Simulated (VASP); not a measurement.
Set up this calculation in VASP 6.6.1, as the native input.

| Property | Result |
| --- | --- |
| Task | relaxation of cell and atoms |
| Functional | r2SCAN |
| Potentials or basis | VASP PAW PBE potentials, release 64 (Si, Ru_pv) |
| Cutoff | 550 eV |
| k mesh | 6 × 6 × 6 |
| Occupations | fermi-dirac, width 0.02 eV |
| Spin | no spin polarisation |
| Dipole correction | no |
| Further INCAR settings | ALGO = Normal; EDIFF = 1e-07; IBRION = 2; EDIFFG = -0.005; NSW = 80; ISIF = 3 |

The system is SiRu.

```
Si Ru
1.0
     4.73589    0.00000    0.00000
     0.00000    4.73589    0.00000
     0.00000    0.00000    4.73589
Si Ru
4 4
Direct
  0.16244 0.33756 0.66244
  0.33756 0.66244 0.16244
  0.66244 0.16244 0.33756
  0.83756 0.83756 0.83756
  0.87078 0.62922 0.37078
  0.62922 0.37078 0.87078
  0.37078 0.87078 0.62922
  0.12922 0.12922 0.12922
```

These files were run (other wordings do the same):

POSCAR

```
SiRu
1.0
    4.7358874392      0.0000000000      0.0000000000
    0.0000000000      4.7358874392      0.0000000000
    0.0000000000      0.0000000000      4.7358874392
Si Ru
4 4
Direct
    0.1624433200      0.3375566800      0.6624433200
    0.3375566800      0.6624433200      0.1624433200
    0.6624433200      0.1624433200      0.3375566800
    0.8375566800      0.8375566800      0.8375566800
    0.8707818181      0.6292181819      0.3707818181
    0.6292181819      0.3707818181      0.8707818181
    0.3707818181      0.8707818181      0.6292181819
    0.1292181819      0.1292181819      0.1292181819
```

INCAR.step1

```
ALGO = Normal
EDIFF = 1E-5
EDIFFG = -0.005
ENCUT = 550
GGA = PE
GGA_COMPAT = False
IBRION = 2
ISIF = 3
ISMEAR = -1
LASPH = True
LCHARG = False
LREAL = False
LWAVE = True
NELM = 120
NELMIN = 4
NSW = 100
PREC = Accurate
SIGMA = 0.02
```

INCAR.step2

```
ALGO = Normal
EDIFF = 1E-7
EDIFFG = -0.005
ENCUT = 550
GGA_COMPAT = False
IBRION = 2
ISIF = 3
ISMEAR = -1
ISTART = 1
LASPH = True
LCHARG = False
LMIXTAU = True
LREAL = False
LWAVE = False
METAGGA = R2SCAN
NELM = 120
NELMIN = 4
NSW = 80
PREC = Accurate
SIGMA = 0.02
```

KPOINTS

```
k-points
0
Gamma
  6 6 6
```

Potentials or basis: VASP PAW PBE potentials, release 64 (Si, Ru_pv).

Run with:

```sh
$ cat potpaw_PBE.64/Si/POTCAR potpaw_PBE.64/Ru_pv/POTCAR > POTCAR
$ cp INCAR.step1 INCAR
$ mpirun -np 1 vasp_std > vasp.out
$ cp INCAR.step2 INCAR
$ mpirun -np 1 vasp_std > vasp.out
```

Results of the run:

| Item | Value |
| --- | --- |
| Relaxed volume | 13.05 Å³/atom |
| Relaxed cell | a = 4.709 Å, b = 4.709 Å, c = 4.709 Å, α = 90.00°, β = 90.00°, γ = 90.00° |
| Space group after relaxing (to 0.1 Å) | P2_13 (No. 198) |
| Energy gained by relaxing | 3.0 meV/atom |
| Ionic steps | 6 |
| Pressure after relaxing | 0.0 GPa |
| Band gap on the k mesh | 0.35 eV (least direct gap 0.41 eV) |

Caveat: the PAW data sets were made with another functional, which shifts forces and pressure a little.

Wall time 12 min on 1 thread of Intel(R) Xeon(R) 6975P-C (Granite Rapids), on a shared host, peak memory 0.28 GiB.
